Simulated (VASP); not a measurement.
# Ta2H3 (R-3c) in VASP: further runs

Runs on Ta2H3. Level: PBE. Tasks: single point, relaxation of cell and atoms.

Everything below comes from runs of VASP 6.6.1. Logs are shortened: lines on timing, memory, paths and dates and some standing lists are left out, and cuts for length are marked.

**1. The cell of the first run**

It takes space group R-3c (No. 167, trigonal). Conventional cell: a = 5.107 Å, b = 5.107 Å, c = 13.944 Å, α = 90.00°, β = 90.00°, γ = 120.00°. Ta (site symmetry 3) has 6 H at 1.99 to 2.12 Å within 2.6 Å. H (site symmetry 2) has 4 Ta at 1.99 to 2.12 Å within 2.6 Å.

**2. Single point, PBE**

INCAR

```
  PREC = Accurate
  ENCUT = 520
  EDIFF = 1E-6
  ISMEAR = 0
  SIGMA = 0.1
  LREAL = False
  LASPH = True
  NELM = 60
  ALGO = Normal
  ISIF = 2
  LWAVE = False
  LCHARG = True
  GGA = PE
  LELF = True
  LVHAR = True
  NBANDS = 36
```

KPOINTS

```
Automatic mesh
0
Gamma
  6 6 6
```

POSCAR

```
Ta2H3
1.0
    2.5536174078      1.4743316978      4.6479671605
   -2.5536174078      1.4743316978      4.6479671605
    0.0000000000     -2.9486633957      4.6479671605
Ta H
4 6
Direct
    0.8521800000      0.8521800000      0.8521800000
    0.6478200000      0.6478200000      0.6478200000
    0.1478200000      0.1478200000      0.1478200000
    0.3521800000      0.3521800000      0.3521800000
    0.0562500000      0.4437500000      0.7500000000
    0.7500000000      0.0562500000      0.4437500000
    0.4437500000      0.7500000000      0.0562500000
    0.9437500000      0.5562500000      0.2500000000
    0.2500000000      0.9437500000      0.5562500000
    0.5562500000      0.2500000000      0.9437500000
```

Potentials or basis: VASP PAW PBE potentials, release 64 (Ta_pv, H).

On the command line:

```bash
> cat potpaw_PBE.64/Ta_pv/POTCAR potpaw_PBE.64/H/POTCAR > POTCAR
> mpirun -np 1 vasp_std > vasp.out
```

OUTCAR:

```text
PREC = Accurate
   ENCUT = 520
   EDIFF = 1E-6
   ISMEAR = 0
   LREAL = False
   LASPH = True
   NELM = 60
   ISIF = 2
   GGA = PE

 ion  position               nearest neighbor table
   1  0.852  0.852  0.852-  10 1.99   9 1.99   8 1.99   5 2.12   7 2.12   6 2.12   2 2.85   3 3.00
                             3 3.00   3 3.00   2 3.45   2 3.45   2 3.45
   2  0.648  0.648  0.648-   9 1.99  10 1.99   8 1.99   5 2.12   6 2.12   7 2.12   1 2.85   4 3.00
                             4 3.00   4 3.00   1 3.45   1 3.45   1 3.45
   3  0.148  0.148  0.148-   7 1.99   6 1.99   5 1.99   8 2.12  10 2.12   9 2.12   4 2.85   1 3.00
                             1 3.00   1 3.00   4 3.45   4 3.45   4 3.45
   4  0.352  0.352  0.352-   6 1.99   7 1.99   5 1.99   8 2.12   9 2.12  10 2.12   3 2.85   2 3.00
                             2 3.00   2 3.00   3 3.45   3 3.45   3 3.45
   5  0.056  0.444  0.750-   3 1.99   4 1.99   1 2.12   2 2.12
   6  0.750  0.056  0.444-   4 1.99   3 1.99   2 2.12   1 2.12
   7  0.444  0.750  0.056-   3 1.99   4 1.99   1 2.12   2 2.12
   8  0.944  0.556  0.250-   1 1.99   2 1.99   3 2.12   4 2.12
   9  0.250  0.944  0.556-   2 1.99   1 1.99   4 2.12   3 2.12
  10  0.556  0.250  0.944-   1 1.99   2 1.99   3 2.12   4 2.12

  LATTYP: Found a trigonal (rhomboedric) cell.
 ALAT       =     5.5043813954
 COS(alpha) =     0.5695481095

  Lattice vectors:

 A1 = (   2.5536174078,   1.4743316978,   4.6479671605)
 A2 = (  -2.5536174078,   1.4743316978,   4.6479671605)
 A3 = (   0.0000000000,  -2.9486633957,   4.6479671605)

Analysis of symmetry for initial positions (statically):
=====================================================================
 Subroutine PRICEL returns:
 Original cell was already a primitive cell.

 Routine SETGRP: Setting up the symmetry group for a
 trigonal (rhombohedral) supercell.

 Subroutine GETGRP returns: Found 12 space group operations
 (whereof  6 operations were pure point group operations)
 out of a pool of 12 trial point group operations.

The static configuration has the point symmetry S_6 .
 The point group associated with its full space group is D_3d.

Analysis of symmetry for dynamics (positions and initial velocities):
=====================================================================
 Subroutine PRICEL returns:
 Original cell was already a primitive cell.

 Routine SETGRP: Setting up the symmetry group for a
 trigonal (rhombohedral) supercell.

 Subroutine GETGRP returns: Found 12 space group operations
 (whereof  6 operations were pure point group operations)
 out of a pool of 12 trial point group operations.

The dynamic configuration has the point symmetry S_6 .
 The point group associated with its full space group is D_3d.

 Subroutine INISYM returns: Found 12 space group operations
 (whereof  6 operations are pure point group operations),
 and found     1 'primitive' translations

----------------------------------------------------------------------------------------

                                     Primitive cell

  volume of cell :     104.9942

  direct lattice vectors                    reciprocal lattice vectors
     2.553617408  1.474331698  4.647967161     0.195800670  0.113045570  0.071715940
    -2.553617408  1.474331698  4.647967161    -0.195800670  0.113045570  0.071715940
     0.000000000 -2.948663396  4.647967161     0.000000000 -0.226091139  0.071715940

  length of vectors
     5.504381395  5.504381395  5.504381395     0.237192705  0.237192705  0.237192705

  position of ions in fractional coordinates (direct lattice)
     0.852180000  0.852180000  0.852180000
     0.647820000  0.647820000  0.647820000
     0.147820000  0.147820000  0.147820000
     0.352180000  0.352180000  0.352180000
     0.056250000  0.443750000  0.750000000
     0.750000000  0.056250000  0.443750000
     0.443750000  0.750000000  0.056250000
     0.943750000  0.556250000  0.250000000
     0.250000000  0.943750000  0.556250000
     0.556250000  0.250000000  0.943750000

  ion indices of the primitive-cell ions
   primitive index   ion index
                 1           1
                 2           2
                 3           3
                 4           4
                 5           5
                 6           6
                 7           7
                 8           8
                 9           9
                10          10

----------------------------------------------------------------------------------------

 KPOINTS: Automatic mesh

Automatic generation of k-mesh.
 Grid dimensions read from file:
 generate k-points for:    6    6    6

 Generating k-lattice:

  Cartesian coordinates                     Fractional coordinates (reciprocal lattice)
     0.032633445  0.018840928  0.011952657     0.166666667  0.000000000  0.000000000
    -0.032633445  0.018840928  0.011952657     0.000000000  0.166666667  0.000000000
     0.000000000 -0.037681857  0.011952657     0.000000000  0.000000000  0.166666667

  Length of vectors
     0.039532118  0.039532118  0.039532118

  Shift w.r.t. Gamma in fractional coordinates (k-lattice)
     0.000000000  0.000000000  0.000000000

 Subroutine IBZKPT returns following result:
 ===========================================

 Found     32 irreducible k-points:

 Following reciprocal coordinates:
            Coordinates               Weight
  0.000000  0.000000  0.000000      1.000000
  0.166667  0.000000  0.000000      6.000000
  0.333333  0.000000 -0.000000      6.000000
  0.500000  0.000000  0.000000      3.000000
  0.166667  0.166667  0.000000      6.000000
  0.333333  0.166667  0.000000     12.000000
[... 16 lines left out ...]
  0.500000  0.500000  0.166667      6.000000
 -0.333333  0.500000  0.166667     12.000000
 [... further k-points ...]
   k-points           NKPTS =     32   k-points in BZ     NKDIM =     32   number of bands    NBANDS=     36
   number of dos      NEDOS =    301   number of ions     NIONS =     10
   total plane-waves  NPLWV =  74088
   dimension x,y,z NGX =    42 NGY =   42 NGZ =   42
   dimension x,y,z NGXF=    84 NGYF=   84 NGZF=   84
   ions per type =               4   6
   NGX,Y,Z   is equivalent  to a cutoff of  12.69, 12.69, 12.69 a.u.
   NGXF,Y,Z  is equivalent  to a cutoff of  25.37, 25.37, 25.37 a.u.
 SYSTEM =  unknown system
   PREC   = accura    normal or accurate (medium, high low for compatibility)
   ISTART =      0    job   : 0-new  1-cont  2-samecut
   ICHARG =      2    charge: 1-file 2-atom 10-const
   ISPIN  =      1    spin polarized calculation?
   LNONCOLLINEAR =      F non collinear calculations
   LSORBIT =      F    spin-orbit coupling
   LASPH  =      T    aspherical Exc in radial PAW
   ENCUT  =  520.0 eV  38.22 Ry    6.18 a.u.  10.23 10.23 10.23*2*pi/ulx,y,z
   NELM   =     60;   NELMIN=  2; NELMDL= -5     # of ELM steps
   EDIFF  = 0.1E-05   stopping-criterion for ELM
   LREAL  =      F    real-space projection
   EDIFFG = 0.1E-04   stopping-criterion for IOM
   NSW    =      0    number of steps for IOM
   IBRION =     -1    ionic relax: 0-MD 1-quasi-New 2-CG
   NFREE  =      0    steps in history (QN), initial steepest desc. (CG)
   ISIF   =      2    stress and relaxation
   ISYM   =      2    0-nonsym 1-usesym 2-fastsym
   POTIM  = 0.5000    time-step for ionic-motion
   TEBEG  =    0.0;   TEEND  =   0.0 temperature during run
   PSTRESS=    0.0 pullay stress
   NELECT =      50.0000    total number of electrons
   NUPDOWN=      -1.0000    fix difference up-down
   EMIN   =  10.00;   EMAX   =-10.00  energy-range for DOS
   EFERMI =   0.00;   METHOD = LEGACY
   ISMEAR =     0;   SIGMA  =   0.10  broadening in eV -4-tet -1-fermi 0-gaus
   EFERMI_NEDOS =   21; number of points for ismear=-14 and -15
   IALGO  =     38    algorithm
   IMIX   =      4    mixing-type and parameters
     AMIX     =   0.40;   BMIX     =  1.00
     AMIX_MAG =   1.60;   BMIX_MAG =  1.00
  volume/ion in A,a.u.               =      10.50        70.85
  Fermi-wavevector in a.u.,A,eV,Ry     =   1.278428  2.415879 22.237076  1.634379
  Thomas-Fermi vector in A             =   2.410972
   LORBIT       =      0    0 simple, 1 ext, 2 COOP (PROOUT), +10 PAW based schemes
   GGA     = PE    functional components
   LHFCALC =     F    Hartree Fock is set to
   AEXX    =    0.0000 exact exchange contribution
   IVDW    =     0    specifies the selected vdW correction
   LEPSILON=     F    determine dielectric tensor
   LRPA    =     F    only Hartree local field effects (RPA)
 non-spin polarized calculation
 Gauss-broadening in eV      SIGMA  =   0.10
  energy-cutoff  :      520.00
  volume of cell :      104.99
 maximum number of plane-waves:      2867
 NGX is ok and might be reduce to    42
   NGX = 21   NGY = 21   NGZ = 21

 number of electron      49.9999999 magnetization

 Free energy of the ion-electron system (eV)
  ---------------------------------------------------
  ext. energy  EPLUGINS =         0.00000000
  ---------------------------------------------------
  free energy    TOTEN  =       -66.16799180 eV

  energy without entropy =      -66.15199878  energy(sigma->0) =      -66.15999529

 E-fermi :   4.5593     XC(G=0): -11.3546

 val. band max:        4.5543563140   @ k =   0.3333   0.1667   0.1667
 cond. band min:       4.6010951503   @ k =  -0.3333  -0.3333   0.1667
 fundamental gap:      0.0467388363
 Fermi energy:         4.5592608084

 k-point     1 :       0.0000    0.0000    0.0000
  band No.  band energies     occupation
      1     -30.6779      2.00000
      2     -30.5536      2.00000
      3     -30.5516      2.00000
      4     -30.5516      2.00000
      5     -30.5093      2.00000
      6     -30.5093      2.00000
[... 28 lines left out ...]
     35       7.8853      0.00000
     36       8.6222      0.00000

 k-point     2 :       0.1667    0.0000    0.0000
  band No.  band energies     occupation
      1     -30.6779      2.00000
      2     -30.5597      2.00000
      3     -30.5553      2.00000
      4     -30.5411      2.00000
      5     -30.5183      2.00000
      6     -30.4818      2.00000
[... 28 lines left out ...]
     35       7.9698      0.00000
     36       8.4047      0.00000

 k-point     3 :       0.3333    0.0000   -0.0000
  band No.  band energies     occupation
      1     -30.6589      2.00000
      2     -30.5801      2.00000
      3     -30.5626      2.00000
      4     -30.5437      2.00000
      5     -30.5103      2.00000
      6     -30.4310      2.00000
[... 28 lines left out ...]
     35       8.4291      0.00000
     36       8.5170      0.00000

 k-point     4 :       0.5000    0.0000    0.0000
  band No.  band energies     occupation
      1     -30.6164      2.00000
      2     -30.6164      2.00000
      3     -30.5597      2.00000
      4     -30.5597      2.00000
      5     -30.4640      2.00000
      6     -30.4640      2.00000
[... 28 lines left out ...]
     35       8.4970      0.00000
     36       8.4970      0.00000

 k-point     5 :       0.1667    0.1667    0.0000
  band No.  band energies     occupation
      1     -30.6758      2.00000
      2     -30.5795      2.00000
      3     -30.5576      2.00000
      4     -30.5159      2.00000
      5     -30.5036      2.00000
      6     -30.4965      2.00000
[... 655 lines left out ...]
 k-point    22 :      -0.1667    0.3333    0.1667
  band No.  band energies     occupation
      1     -30.6573      2.00000
      2     -30.6137      2.00000
      3     -30.5986      2.00000
      4     -30.5210      2.00000
      5     -30.4215      2.00000
      6     -30.3997      2.00000
[... 28 lines left out ...]
     35       8.0121      0.00000
     36       8.2402      0.00000

 k-point    23 :       0.5000    0.5000    0.1667
  band No.  band energies     occupation
      1     -30.6465      2.00000
      2     -30.6347      2.00000
      3     -30.5703      2.00000
      4     -30.5141      2.00000
      5     -30.4745      2.00000
      6     -30.4077      2.00000
[... 28 lines left out ...]
     35       7.9178      0.00000
     36       8.0875      0.00000

 k-point    24 :      -0.3333    0.5000    0.1667
  band No.  band energies     occupation
      1     -30.6472      2.00000
      2     -30.6181      2.00000
      3     -30.5928      2.00000
      4     -30.5501      2.00000
      5     -30.4107      2.00000
      6     -30.3858      2.00000
[... 28 lines left out ...]
     35       7.8780      0.00000
     36       8.0869      0.00000

 [... further k-points ...]
[... 5 lines left out ...]
  --------------------------------------------------------------------------------------
  -------------------------------------------------------------------------------------
  Total       -7.5082740     -7.5082740    -13.0623049      0.0000000      0.0000000      0.0000000
  in kB     -114.5738108   -114.5738108   -199.3265108      0.0000000      0.0000000      0.0000000
  external PRESSURE =    -142.8247108 kB  Pullay stress =       0.0000000 kB

 VOLUME and BASIS-vectors are now :
 -----------------------------------------------------------------------------
  energy-cutoff  :      520.00
  volume of cell :      104.99
      direct lattice vectors                 reciprocal lattice vectors
     2.553617408  1.474331698  4.647967161     0.195800670  0.113045570  0.071715940
    -2.553617408  1.474331698  4.647967161    -0.195800670  0.113045570  0.071715940
     0.000000000 -2.948663396  4.647967161     0.000000000 -0.226091139  0.071715940

 POSITION                                       TOTAL-FORCE (eV/Angst)
 -----------------------------------------------------------------------------------
      0.00000     -0.00000     11.88271         0.000000      0.000000     -0.413643
      0.00000     -0.00000      9.03314         0.000000     -0.000000      0.413643
      0.00000     -0.00000      2.06119         0.000000     -0.000000      0.413643
      0.00000     -0.00000      4.91076         0.000000      0.000000     -0.413643
     -0.98953     -1.47433      5.80996        -0.375331     -0.000000     -0.000000
      1.77157     -0.11979      5.80996         0.187666     -0.325047     -0.000000
     -0.78205      1.59412      5.80996         0.187666      0.325047     -0.000000
      0.98953      1.47433      8.13394         0.375331     -0.000000     -0.000000
     -1.77157      0.11979      8.13394        -0.187666      0.325047     -0.000000
      0.78205     -1.59412      8.13394        -0.187666     -0.325047     -0.000000
 -----------------------------------------------------------------------------------
    total drift:                                0.000000     -0.000000     -0.000000

  FREE ENERGIE OF THE ION-ELECTRON SYSTEM (eV)
  ---------------------------------------------------
  free  energy   TOTEN  =       -66.1679918028 eV

  energy  without entropy=      -66.1519987842  energy(sigma->0) =      -66.15999529
```

It took 74 s on 1 thread of Intel Xeon 6975P-C (Granite Rapids), shared host; peak memory 0.29 GiB.

What came out:

```
Free energy            : -66.1680 eV
Pressure               : -14.3 GPa
Largest force          : 0.414 eV/Å
Band gap on the k mesh : zero (bands 25 and 26 overlap by 0.90 eV)
```

Forces in eV/Å, atoms in the order of the input:
```
Ta   0.000  0.000 -0.414
Ta   0.000  0.000  0.414
Ta   0.000  0.000  0.414
Ta   0.000  0.000 -0.414
H   -0.375  0.000  0.000
H    0.188 -0.325  0.000
H    0.188  0.325  0.000
H    0.375  0.000  0.000
H   -0.188  0.325  0.000
H   -0.188 -0.325  0.000
```

Stress tensor (GPa, compression positive):
```
-11.46   0.00   0.00
  0.00 -11.46   0.00
  0.00   0.00 -19.93
```

Levels at points of the mesh, in eV from the Fermi level:
| k point | band 23 | band 24 | band 25 | band 26 | band 27 | band 28 |
| --- | --- | --- | --- | --- | --- | --- |
| (0.00, 0.00, 0.00) | -0.45 | -0.45 | -0.39 | -0.11 | -0.11 | 1.67 |
| (0.50, 0.00, 0.00) | -1.59 | -1.59 | 0.49 | 0.49 | 0.87 | 0.87 |
| (0.50, 0.50, 0.00) | -1.08 | -0.98 | 0.31 | 0.52 | 1.08 | 1.12 |
| (0.50, 0.50, 0.50) | -1.80 | -1.80 | 0.35 | 0.35 | 0.35 | 0.35 |

Caveat: the cell stands under tension; spin-orbit coupling is left out, which moves the levels of the heavy elements.

(Continued in part 2 of 2.)
